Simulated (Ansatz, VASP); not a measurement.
Si2W3: VASP beside Ansatz

INCAR

```
PREC = Accurate ; ENCUT = 520
EDIFF = 1E-7 ; ISMEAR = 0
SIGMA = 0.15 ; LREAL = False
LASPH = True ; NELM = 100
ALGO = Fast ; ISIF = 2
LWAVE = False ; LCHARG = False
GGA = PE ; NBANDS = 61
```

File KPOINTS:

```
Automatic mesh
0
Gamma
  6 6 12
```

The input POSCAR:

```
Si2W3
1.0
    6.6300342967      0.0000000000      0.0000000000
    0.0000000000      6.6300342967      0.0000000000
    0.0000000000      0.0000000000      3.3123213826
Si W
4 6
Direct
    0.1448981941      0.6448981941      0.0000000000
    0.8764322169      0.3764322169      0.0000000000
    0.6448981941      0.8764322169      0.0000000000
    0.3764322169      0.1448981941      0.0000000000
    0.5000000000      0.5000000000      0.0000000000
    0.0000000000      0.0000000000      0.0000000000
    0.6595119696      0.1595119696      0.5000000000
    0.3404880304      0.8404880304      0.5000000000
    0.1595119696      0.3404880304      0.5000000000
    0.8404880304      0.6595119696      0.5000000000
```

Input for Ansatz:

```yaml
crystal:
  lattice:
    - [6.6300342967, 0.0, 0.0]
    - [0.0, 6.6300342967, 0.0]
    - [0.0, 0.0, 3.3123213826]
  atoms:
    - { symbol: Si, position: [0.1448981941, 0.6448981941, 0.0] }
    - { symbol: Si, position: [0.8764322169, 0.3764322169, 0.0] }
    - { symbol: Si, position: [0.6448981941, 0.8764322169, 0.0] }
    - { symbol: Si, position: [0.3764322169, 0.1448981941, 0.0] }
    - { symbol: W, position: [0.5, 0.5, 0.0] }
    - { symbol: W, position: [0.0, 0.0, 0.0] }
    - { symbol: W, position: [0.6595119696, 0.1595119696, 0.5] }
    - { symbol: W, position: [0.3404880304, 0.8404880304, 0.5] }
    - { symbol: W, position: [0.1595119696, 0.3404880304, 0.5] }
    - { symbol: W, position: [0.8404880304, 0.6595119696, 0.5] }
basis:
  ecutwfc: 420
kpoints:
  mp_grid: { grid: [6, 6, 12] }
hamiltonian:
  xc: pbe
scf:
  occupations: { method: gaussian, width: 0.15 }
output:
  forces: true
  stress: true
  eigenvalues: true
```

Change from the starting cell: all Si atoms moved -0.100 Å, as atom 1 towards its neighbour atom 2 (Si) at 2.517 Å.

Alike in both runs: task single point; functional PBE; k mesh 6 × 6 × 12; occupations gaussian, width 0.15 eV; no spin polarisation.

|  | VASP | Ansatz |
| --- | --- | --- |
| version | VASP 6.6.1 | Ansatz 0.2.0 |
| potentials or method | VASP PAW PBE potentials, release 64 (Si, W_sv), cutoff 520 eV | scalar-relativistic, plane waves, PAW |
| valence electrons in the cell | 100 | 100 |

```tsv
	VASP	Ansatz	Ansatz less VASP
gap on the k mesh at the Fermi level (eV)	none	none	-
pressure (GPa)	1.0	0.8	-0.19
traceless stress, the component that is largest in VASP (GPa)	0.23	0.19	-0.034
rms of the force components (eV/Å)	0.612	0.610	-0.0014
```

Atom by atom the forces differ by 0.004 eV/Å (rms over components). A gap of «none» marks a metal or a gap that the smearing closes.

Spin-orbit coupling is off throughout.
